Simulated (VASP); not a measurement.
## CdS: vibrations by perturbation theory with PBE

The system is CdS.

```
Cd S
1.0
     4.26117    0.00000    0.00000
    -2.13058    3.69028    0.00000
     0.00000    0.00000    5.80417
Cd S
1 1
Direct
  0.00000 0.00000 0.44269
  0.66667 0.33333 0.43431
```

```yaml
Program: VASP 6.6.1
Task: vibrations by perturbation theory
Functional: PBE
Potentials_or_basis: VASP PAW PBE potentials, release 64 (Cd_sv_GW, S)
Cutoff: 630 eV
k_mesh: 5 × 5 × 4
Occupations: gaussian, width 0.01 eV
Spin: no spin polarisation
Dipole_correction: no
Further_INCAR_settings: ALGO = Normal; EDIFF = 1e-08; NBANDS = 20; IBRION = 8; NSW = 1
```

- Electronic dielectric tensor (diagonal): 7.07, 7.07, 1.85
- Born charges (mean of the diagonal): Cd +2.20; S -2.20 e
- Highest phonon frequency at Γ, LO-TO splitting left out: 282 cm⁻¹

Phonon frequencies in cm⁻¹ (negative: imaginary):
| q point | frequencies |
| --- | --- |
| (0.000, 0.000, 0.000) | -2 -1 -1 34 282 282 |

Electronic dielectric tensor:
```
7.07 0.00 0.00
0.00 7.07 0.00
0.00 0.00 1.85
```

Born effective charge tensors (e):
atom 1, Cd
```
3.07 0.00 0.00
0.00 3.07 0.00
0.00 0.00 0.46
```
atom 2, S
```
-3.07  0.00  0.00
 0.00 -3.07  0.00
 0.00  0.00 -0.46
```

It took 25 min on 1 thread of Intel(R) Xeon(R) Platinum 8259CL CPU @ 2.50GHz (Skylake/Cascade Lake), with other jobs on the host, peak memory 0.54 GiB.
